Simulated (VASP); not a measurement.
Write the native input for VASP 6.6.1 that does the following.

```
Task                   : single point
Functional             : PBE
Potentials or basis    : VASP PAW PBE potentials, release 64 (Al, Pt)
Cutoff                 : 520 eV
k mesh                 : 10 × 8 × 8
Occupations            : gaussian, width 0.1 eV
Spin                   : no spin polarisation
Dipole correction      : no
Further INCAR settings : ALGO = Fast; EDIFF = 1e-07; NBANDS = 25
```

The structure of Al2Pt lies in POSCAR:

```
Al2Pt
1.0
    4.1588649030      0.0000000000      0.0000000000
    0.0000000000      4.0584739062      2.8705651862
    0.0000000000     -4.0584739062      2.8705651862
Al Pt
4 2
Direct
    0.0000000000      0.5975995498      0.5975995498
    0.0000000000      0.3634995050      0.0336080197
    0.0000000000      0.0336080197      0.3634995050
    0.5000000000      0.9234169258      0.9234169258
    0.5000000000      0.3502712137      0.7319753978
    0.5000000000      0.7319753978      0.3502712137
```

The input as run:

INCAR

```
ALGO     = Fast           # electronic algorithm
EDIFF    = 1E-7           # SCF threshold, eV
ENCUT    = 520            # plane-wave cutoff, eV
GGA      = PE             # functional
ISIF     = 2              # what is computed and relaxed
ISMEAR   = 0              # smearing method
LASPH    = T              # aspherical terms in the spheres
LCHARG   = T              # write CHGCAR
LELF     = T              # ELF
LREAL    = F              # projectors in reciprocal space
LVHAR    = T            
LWAVE    = F              # write WAVECAR
NBANDS   = 25             # bands
NELM     = 80             # most SCF steps
PREC     = Accurate       # precision mode
SIGMA    = 0.1            # smearing width, eV
```

KPOINTS

```
k-points
0
Gamma
  10 8 8
```

Potentials or basis: VASP PAW PBE potentials, release 64 (Al, Pt).

Run with:

```sh
$ cat potpaw_PBE.64/Al/POTCAR potpaw_PBE.64/Pt/POTCAR > POTCAR
$ mpirun -np 1 vasp_std > vasp.out
```

Results of the run:

The pressure is -0.1 GPa. The largest force is 0.005 eV/Å and the band gap on the k mesh is zero (bands 16 and 17 overlap by 2.00 eV).

Caveat: spin-orbit coupling is left out, which moves the levels of the heavy elements.

Wall time 2.2 min on 1 thread of Intel(R) Xeon(R) 6975P-C (Granite Rapids) (shared host), peak memory 0.4 GiB.
